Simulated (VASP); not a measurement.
A run of VASP 6.6.1 is set up as follows.

Contents of INCAR:

```
SYSTEM = Bi4Te5
PREC     = Accurate       ! precision mode
ENCUT    = 520            ! plane-wave cutoff, eV
EDIFF    = 1E-6           ! SCF threshold, eV
ISMEAR   = 0              ! smearing method
SIGMA    = 0.05           ! smearing width, eV
LREAL    = .FALSE.        ! projectors in reciprocal space
LASPH    = .TRUE.         ! aspherical terms in the spheres
NELM     = 80             ! most SCF steps
ALGO     = Normal         ! electronic algorithm
ISIF     = 2              ! what is computed and relaxed
LWAVE    = .FALSE.        ! write WAVECAR
LCHARG   = .FALSE.        ! write CHGCAR
LDIPOL   = .TRUE.       
IDIPOL   = 3            
DIPOL    = 0.5 0.5 0.500
GGA      = PE             ! functional
NBANDS   = 55             ! bands
```

KPOINTS

```
Automatic mesh
0
G
  9 9 1
  0 0 0
```

File POSCAR:

```
Bi4Te5
1.0
    4.4465494044      0.0000000000      0.0000000000
   -2.2232747022      3.8508247434      0.0000000000
    0.0000000000      0.0000000000     32.3362793765
Bi Te
4 5
Direct
    0.3333333333      0.6666666667      0.2319376300
    0.3333333333      0.6666666667      0.4364567740
    0.0000000000      0.0000000000      0.5635432260
    0.0000000000      0.0000000000      0.7680623700
    0.6666666667      0.3333333333      0.2850864245
    0.0000000000      0.0000000000      0.3833079794
    0.6666666667      0.3333333333      0.5000000000
    0.3333333333      0.6666666667      0.6166920206
    0.6666666667      0.3333333333      0.7149135755
```

Potentials or basis: VASP PAW PBE potentials, release 64 (Bi_d, Te).

Command:

```console
$ cat potpaw_PBE.64/Bi_d/POTCAR potpaw_PBE.64/Te/POTCAR > POTCAR
$ mpirun -np 1 vasp_std > vasp.out
```

Question: Predict the largest force.

Answer: 0.745 eV/Å.

Question: What does it give for the band gap on the k mesh?

Answer: Zero (bands 45 and 46 overlap by 0.79 eV).

Forces on the atoms (eV/Å):
```
Bi   0.000  0.000  0.745
Bi   0.000  0.000  0.056
Bi   0.000  0.000 -0.056
Bi   0.000  0.000 -0.745
Te   0.000  0.000 -0.691
Te   0.000  0.000 -0.077
Te   0.000  0.000  0.000
Te   0.000  0.000  0.077
Te   0.000  0.000  0.691
```

Caveat: spin-orbit coupling is left out, which moves the levels of the heavy elements.
